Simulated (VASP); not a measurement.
**Rb: single point with PBE**

Rb:

```
Rb
1.0
    -2.84516    2.84516    2.64251
     2.84516   -2.84516    2.64251
     2.84516    2.84516   -2.64251
Rb
1
Direct
  0.00000 0.00000 0.00000
```

This cell differs from its parent crystal: volume scaled by 0.94, then relaxed in part.

* Program: VASP 6.6.1
* Task: single point
* Functional: PBE
* Potentials or basis: VASP PAW PBE potentials, release 64 (Rb_sv)
* Cutoff: 520 eV
* k mesh: 10 × 10 × 10
* Occupations: gaussian, width 0.1 eV
* Spin: no spin polarisation
* Dipole correction: no
* Further INCAR settings: ALGO = Normal; EDIFF = 1e-07; NBANDS = 10

```yaml
Pressure: 0.2 GPa
```

Levels at points of the mesh, in eV from the Fermi level:
| k point | band 1 | band 2 | band 3 | band 4 | band 5 | band 6 | band 7 | band 8 | band 9 |
| --- | --- | --- | --- | --- | --- | --- | --- | --- | --- |
| (0.00, 0.00, 0.00) | -28.87 | -12.90 | -12.90 | -12.90 | -2.05 | 3.49 | 3.90 | 3.90 | 4.44 |
| (0.50, 0.00, 0.00) | -28.86 | -13.02 | -12.94 | -12.91 | 0.28 | 0.90 | 2.48 | 4.44 | 5.23 |
| (0.50, 0.50, 0.00) | -28.86 | -13.02 | -12.94 | -12.90 | 0.14 | 0.72 | 2.89 | 4.19 | 5.17 |
| (0.50, 0.50, 0.50) | -28.86 | -12.99 | -12.99 | -12.97 | 1.12 | 1.31 | 3.18 | 3.18 | 3.94 |

Run time: 47 s on 1 thread of Intel Xeon 6975P-C, on a shared host, peak memory 0.25 GiB.
